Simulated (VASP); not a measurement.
Input of a VASP 6.6.1 run:

INCAR

```
SYSTEM = SnO
PREC = Accurate ; ENCUT = 520
EDIFF = 1E-6 ; ISMEAR = 0
SIGMA = 0.15 ; LREAL = .FALSE.
LASPH = .TRUE. ; NELM = 60
ALGO = Normal ; ISIF = 2
LWAVE = .FALSE. ; LCHARG = .FALSE.
GGA = PS ; NBANDS = 28
```

The input KPOINTS:

```
regular mesh
0
G
  10 10 8
  0 0 0
```

POSCAR

```
SnO
1.0
    3.8042540590      0.0000000000      0.0000000000
    0.0000000000      3.8042540590      0.0000000000
    0.0000000000      0.0000000000      4.7505758552
Sn O
2 2
Direct
    0.0000000000      0.5000000000      0.2424656074
    0.5000000000      0.0000000000      0.7575343926
    0.0000000000      0.0000000000      0.0000000000
    0.5000000000      0.5000000000      0.0000000000
```

Potentials or basis: VASP PAW PBE potentials, release 64 (Sn_d, O).

Run with:

```sh
$ cat potpaw_PBE.64/Sn_d/POTCAR potpaw_PBE.64/O/POTCAR > POTCAR
$ mpirun -np 1 vasp_std > vasp.out
```

Predict the largest force.

0.104 eV/Å.

Predict the band gap on the k mesh.

zero (band 20 reaches 7.23 eV, above the bottom of band 21 at 7.13 eV).

Forces on the atoms (eV/Å):
```
Sn   0.000  0.000  0.104
Sn   0.000  0.000 -0.104
O    0.000  0.000  0.000
O    0.000  0.000  0.000
```

Caveat: the PAW data sets were made with another functional, which shifts forces and pressure a little; spin-orbit coupling is left out, which moves the levels of the heavy elements.
